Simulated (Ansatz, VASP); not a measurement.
# N: VASP beside Ansatz

```
CELL_PARAMETERS angstrom
2.45484 0.00000 0.00000
-1.22742 2.12596 0.00000
0.00000 0.00000 2.38326
ATOMIC_POSITIONS crystal
N 0.66667 0.33333 0.25000
N 0.33333 0.66667 0.75000
```

Alike in both runs: task single point; functional PBEsol; k mesh 8 × 8 × 7; occupations fermi-dirac, width 0.1 eV; no spin polarisation.

```csv
,VASP,Ansatz
version,VASP 6.6.1,Ansatz 0.2.0
potentials or method,"VASP PAW PBE potentials, release 64 (N), cutoff 520 eV","plane waves, PAW"
valence electrons in the cell,10,10
```

|  | VASP | Ansatz | Ansatz less VASP |
| --- | --- | --- | --- |
| pressure (GPa) | 18.9 | 18.6 | -0.22 |
| traceless stress, the component that is largest in VASP (GPa) | -5.24 | -5.38 | -0.136 |

VASP's potentials were made for PBE, not for PBEsol.

The k mesh is coarse, so the values compare programs but aren't converged.
